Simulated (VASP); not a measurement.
# Sb (P3_221) in VASP: notebook

Sb is run at these levels: PBE; tasks: single point, relaxation of cell and atoms.

All numbers are computed with VASP 6.6.1; they aren't measurements. Logs are shortened: lines on timing, memory, paths and dates and some standing lists are left out, and cuts for length are marked.

## (1) The cell of the first run

Symmetry: P3_221, No. 154, trigonal system. The conventional cell has a = 4.273 Å, b = 4.273 Å, c = 5.684 Å, α = 90.00°, β = 90.00°, γ = 120.00°. Within 3.6 Å of Sb (site symmetry 2) lie 6 Sb at 2.75 to 3.33 Å.

## (2) Single point, PBE

INCAR

```
SYSTEM = Sb
  PREC = Accurate
  ENCUT = 520
  EDIFF = 1E-7
  ISMEAR = 0
  SIGMA = 0.1
  LREAL = .FALSE.
  LASPH = .TRUE.
  NELM = 80
  ALGO = Normal
  ISIF = 2
  LWAVE = .FALSE.
  LCHARG = .FALSE.
  GGA = PE
  NBANDS = 14
```

KPOINTS

```
Automatic mesh
0
G
  6 6 4
  0 0 0
```

POSCAR

```
Sb
1.0
    4.2731027300      0.0000000000      0.0000000000
   -2.1365513700      3.7006155200      0.0000000000
    0.0000000000      0.0000000000      5.6837099900
Sb
3
Direct
    0.2689999900      0.0000000000      0.1666666700
    0.0000000000      0.2689999900      0.8333333300
    0.7310000100      0.7310000100      0.5000000000
```

Potentials or basis: VASP PAW PBE potentials, release 64 (Sb).

Command:

```sh
$ cat potpaw_PBE.64/Sb/POTCAR > POTCAR
$ mpirun -np 1 vasp_std > vasp.out
```

OUTCAR:

```text
SYSTEM = Sb
   PREC = Accurate
   ENCUT = 520
   EDIFF = 1E-7
   ISMEAR = 0
   LREAL = .FALSE.
   LASPH = .TRUE.
   NELM = 80
   ISIF = 2
   GGA = PE

 ion  position               nearest neighbor table
   1  0.269  0.000  0.167-   3 2.75   2 2.75   3 3.33   3 3.33   2 3.33   2 3.33
   2  0.000  0.269  0.833-   3 2.75   1 2.75   3 3.33   3 3.33   1 3.33   1 3.33
   3  0.731  0.731  0.500-   1 2.75   2 2.75   2 3.33   1 3.33   1 3.33   2 3.33

  LATTYP: Found a hexagonal cell.
 ALAT       =     4.2731027300
 C/A-ratio  =     1.3301131167

  Lattice vectors:

 A1 = (   4.2731027300,   0.0000000000,   0.0000000000)
 A2 = (  -2.1365513700,   3.7006155200,   0.0000000000)
 A3 = (   0.0000000000,   0.0000000000,   5.6837099900)

Analysis of symmetry for initial positions (statically):
=====================================================================
 Subroutine PRICEL returns:
 Original cell was already a primitive cell.

 Routine SETGRP: Setting up the symmetry group for a
 hexagonal supercell.

 Subroutine GETGRP returns: Found  6 space group operations
 (whereof  2 operations were pure point group operations)
 out of a pool of 24 trial point group operations.

The static configuration has the point symmetry C_2 .
 The point group associated with its full space group is D_3 .

Analysis of symmetry for dynamics (positions and initial velocities):
=====================================================================
 Subroutine PRICEL returns:
 Original cell was already a primitive cell.

 Routine SETGRP: Setting up the symmetry group for a
 hexagonal supercell.

 Subroutine GETGRP returns: Found  6 space group operations
 (whereof  2 operations were pure point group operations)
 out of a pool of 24 trial point group operations.

The dynamic configuration has the point symmetry C_2 .
 The point group associated with its full space group is D_3 .

 Subroutine INISYM returns: Found  6 space group operations
 (whereof  2 operations are pure point group operations),
 and found     1 'primitive' translations

----------------------------------------------------------------------------------------

                                     Primitive cell

  volume of cell :      89.8771

  direct lattice vectors                    reciprocal lattice vectors
     4.273102730  0.000000000  0.000000000     0.234021989  0.135112659  0.000000000
    -2.136551370  3.700615520  0.000000000     0.000000000  0.270225316  0.000000000
     0.000000000  0.000000000  5.683709990     0.000000000  0.000000000  0.175941419

  length of vectors
     4.273102730  4.273102735  5.683709990     0.270225317  0.270225316  0.175941419

[... 96 lines left out ...]
   ISMEAR =     0;   SIGMA  =   0.10  broadening in eV -4-tet -1-fermi 0-gaus
   EFERMI_NEDOS =   21; number of points for ismear=-14 and -15
   IALGO  =     38    algorithm
   IMIX   =      4    mixing-type and parameters
     AMIX     =   0.40;   BMIX     =  1.00
     AMIX_MAG =   1.60;   BMIX_MAG =  1.00
  volume/ion in A,a.u.               =      29.96       202.17
  Fermi-wavevector in a.u.,A,eV,Ry     =   0.901340  1.703286 11.053571  0.812415
  Thomas-Fermi vector in A             =   2.024409
   LORBIT       =      0    0 simple, 1 ext, 2 COOP (PROOUT), +10 PAW based schemes
   GGA     = PE    functional components
   LHFCALC =     F    Hartree Fock is set to
   AEXX    =    0.0000 exact exchange contribution
   IVDW    =     0    specifies the selected vdW correction
   LEPSILON=     F    determine dielectric tensor
   LRPA    =     F    only Hartree local field effects (RPA)
 non-spin polarized calculation
 Gauss-broadening in eV      SIGMA  =   0.10
  energy-cutoff  :      520.00
  volume of cell :       89.88
 maximum number of plane-waves:      2439
   NGX = 15   NGY = 15   NGZ = 21

 number of electron      14.9999998 magnetization

 Free energy of the ion-electron system (eV)
  ---------------------------------------------------
  ext. energy  EPLUGINS =         0.00000000
  ---------------------------------------------------
  free energy    TOTEN  =       -11.44287257 eV

  energy without entropy =      -11.43340237  energy(sigma->0) =      -11.43813747

 E-fermi :   7.1258     XC(G=0):  -9.5749

 val. band max:        7.0908247497   @ k =   0.0000   0.0000   0.5000
 cond. band min:       7.1334162082   @ k =   0.1667   0.1667   0.5000
 fundamental gap:      0.0425914585
 Fermi energy:         7.1258026006

 k-point     1 :       0.0000    0.0000    0.0000
  band No.  band energies     occupation
      1      -5.5394      2.00000
      2      -1.2113      2.00000
      3      -1.2113      2.00000
      4       5.2198      2.00000
      5       6.1494      2.00000
      6       6.1494      2.00000
      7       6.9318      1.99391
      8       6.9318      1.99391
      9       7.6411      0.00000
     10      10.2697      0.00000
     11      10.2697      0.00000
     12      10.6838      0.00000
     13      12.6865      0.00000
     14      12.6865      0.00000
[... 377 lines left out ...]
      1      -2.8564      2.00000
      2      -2.8564      2.00000
      3      -0.9215      2.00000
      4       2.3472      2.00000
      5       2.4067      2.00000
      6       2.4067      2.00000
      7       7.8019      0.00000
      8       9.2879      0.00000
      9       9.2879      0.00000
     10       9.4713      0.00000
     11      10.3569      0.00000
     12      10.3569      0.00000
     13      13.7220      0.00000
     14      14.1640      0.00000

------------------------ aborting loop because EDIFF is reached ----------------------------------------

  FORCE on cell =-STRESS in cart. coord.  units (eV):
  Direction    XX          YY          ZZ          XY          YZ          ZX
  --------------------------------------------------------------------------------------
  -------------------------------------------------------------------------------------
  Total        2.0984832      2.0984832      3.7355805     -0.0000000     -0.0000000      0.0000000
  in kB       37.4082043     37.4082043     66.5916043     -0.0000001     -0.0000000      0.0000000
  external PRESSURE =      47.1360043 kB  Pullay stress =       0.0000000 kB

 VOLUME and BASIS-vectors are now :
 -----------------------------------------------------------------------------
  energy-cutoff  :      520.00
  volume of cell :       89.88
      direct lattice vectors                 reciprocal lattice vectors
     4.273102730  0.000000000  0.000000000     0.234021989  0.135112659  0.000000000
    -2.136551370  3.700615520  0.000000000     0.000000000  0.270225316  0.000000000
     0.000000000  0.000000000  5.683709990     0.000000000  0.000000000  0.175941419

 POSITION                                       TOTAL-FORCE (eV/Angst)
 -----------------------------------------------------------------------------------
      1.14946      0.00000      0.94729         1.976580      0.000000      0.000000
     -0.57473      0.99547      4.73642        -0.988290      1.711769     -0.000000
      1.56182      2.70515      2.84185        -0.988290     -1.711769     -0.000000
 -----------------------------------------------------------------------------------
    total drift:                               -0.000003      0.000005      0.000000

  FREE ENERGIE OF THE ION-ELECTRON SYSTEM (eV)
  ---------------------------------------------------
  free  energy   TOTEN  =       -11.4428725715 eV

  energy  without entropy=      -11.4334023740  energy(sigma->0) =      -11.43813747
```

It took 15 s on 1 thread of AMD EPYC 9R45 (Zen 5), shared host; peak memory 0.16 GiB.

What came out:

- Free energy: -11.4429 eV
- Pressure: 4.7 GPa
- Largest force: 1.977 eV/Å

Forces in eV/Å, atoms in the order of the input:
```
Sb   1.977  0.000  0.000
Sb  -0.988  1.712  0.000
Sb  -0.988 -1.712  0.000
```

Stress tensor (GPa, compression positive):
```
3.74 0.00 0.00
0.00 3.74 0.00
0.00 0.00 6.66
```

Caveat: spin-orbit coupling is left out, which moves the levels of the heavy elements; forces of over 1 eV/Å act on the atoms, so gaps and moduli don't describe the material at rest.

## (3) Relaxation of cell and atoms, PBE

INCAR

```
SYSTEM = Sb
PREC = Accurate
ENCUT = 600
EDIFF = 1E-7
ISMEAR = 0
SIGMA = 0.1
LREAL = .False.
LASPH = .True.
NELM = 100
ALGO = Normal
ISIF = 3
LWAVE = .False.
LCHARG = .False.
GGA = PE
IBRION = 2
NSW = 90
EDIFFG = -0.04
```

KPOINTS

```
regular mesh
0
Gamma
  6 6 4
  0 0 0
```

POSCAR is that of step 2.

Potentials or basis: VASP PAW PBE potentials, release 64 (Sb).

Command:

```sh
$ cat potpaw_PBE.64/Sb/POTCAR > POTCAR
$ mpirun -np 1 vasp_std > vasp.out
```

Wall time 2.5 min (1 thread of AMD EPYC 9R45 (Zen 5), shared host); peak memory 0.23 GiB.

The run converged. Its results:

| Property | Result |
| --- | --- |
| Free energy | -12.2305 eV |
| Relaxed volume | 30.06 Å³/atom |
| Relaxed cell | a = 4.370 Å, b = 4.370 Å, c = 5.452 Å, α = 90.00°, β = 90.00°, γ = 120.00° |
| Space group after relaxing (to 0.05 Å) | R-3m (No. 166) |
| Energy gained by relaxing | 262.5 meV/atom |
| Ionic steps | 14 |
| Pressure after relaxing | 0.0 GPa |
| Largest force after relaxing | 0.031 eV/Å |

Forces in eV/Å, atoms in the order of the input:
```
Sb  -0.031  0.000  0.000
Sb   0.016 -0.027  0.000
Sb   0.016  0.027  0.000
```

Step by step:
```tsv
step	energy change (eV)	largest force (eV/Å)	pressure (GPa)	volume (Å³)
1	0.0000	1.9765	4.71	89.88
2	-0.3493	0.6609	-3.73	101.81
3	-0.3587	0.8025	-2.77	99.80
4	-0.5656	0.6793	-1.68	95.09
5	-0.7229	0.0970	2.51	86.19
6	-0.7289	0.2558	1.41	87.87
7	-0.7295	0.2183	1.67	87.46
8	-0.7733	0.1049	0.06	89.98
9	-0.7735	0.1195	-0.02	90.14
10	-0.7842	0.0806	-0.03	90.17
11	-0.7869	0.0568	-0.01	90.17
12	-0.7871	0.0507	0.00	90.17
13	-0.7871	0.0476	0.00	90.17
14	-0.7876	0.0310	-0.01	90.18
```

Final structure:
```yaml
crystal:
  lattice:
    - [4.37042, 0.00000, 0.00000]
    - [-2.18521, 3.78489, 0.00000]
    - [0.00000, 0.00000, 5.45193]
  atoms:
    - { symbol: Sb, position: [0.33487, 0.00000, 0.16667] }
    - { symbol: Sb, position: [0.00000, 0.33487, 0.83333] }
    - { symbol: Sb, position: [0.66513, 0.66513, 0.50000] }
```

Levels at points of the mesh, in eV from the Fermi level:
```csv
k point,band 3,band 4,band 5,band 6,band 7,band 8,band 9,band 10,band 11
"(0.00, 0.00, 0.00)",-7.92,-1.21,-1.17,-1.17,-1.14,-0.29,-0.29,3.20,3.20
"(0.50, 0.00, 0.00)",-7.42,-3.59,-3.45,-3.04,-3.02,1.52,1.53,2.04,2.05
"(0.00, 0.00, 0.50)",-4.60,-1.77,-1.56,-1.56,0.63,0.66,0.66,0.69,1.25
"(0.50, 0.00, 0.50)",-8.95,-5.55,-2.14,-2.13,-1.74,-1.73,2.67,2.69,5.17
```

Caveat: spin-orbit coupling is left out, which moves the levels of the heavy elements.
